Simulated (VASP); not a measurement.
CdS:

```xyz
2
Lattice="0.0000 2.9634 2.9634 2.9634 0.0000 2.9634 2.9634 2.9634 0.0000" Properties=species:S:1:pos:R:3 pbc="T T T"
Cd    0.0000    0.0000    0.0000
S     4.4450    4.4450    4.4450
```

Base run:

| Property | Result |
| --- | --- |
| Program | VASP 6.6.1 |
| Functional | PBE |
| Potentials or basis | VASP PAW PBE potentials, release 64 (Cd, S) |
| Cutoff | 520 eV |
| k mesh | 10 × 10 × 10 |
| Occupations | gaussian, width 0.05 eV |
| Spin | no spin polarisation |

Its results: band gap on the k mesh 1.04 eV, direct; pressure 0.3 GPa.

Q: After a change of settings the same cell gave: band gap on the k mesh 1.18 eV, direct; pressure 1.8 GPa. Which change was it?
A. functional from PBE to revPBE; further incar settings from ALGO = Normal; EDIFF = 1e-07; NBANDS = 16 to ALGO = Normal; EDIFF = 1e-06; NBANDS = 16
B. occupations from gaussian, width 0.05 eV to tetrahedron; further incar settings from ALGO = Normal; EDIFF = 1e-07; NBANDS = 16 to ALGO = Normal; EDIFF = 1e-06; NBANDS = 16
C. k mesh from 10 × 10 × 10 to 15 × 15 × 15; further incar settings from ALGO = Normal; EDIFF = 1e-07; NBANDS = 16 to ALGO = Normal; EDIFF = 1e-06; NBANDS = 16

A: A.

Caveats: the PAW data sets were made with another functional, which shifts forces and pressure a little (some runs).
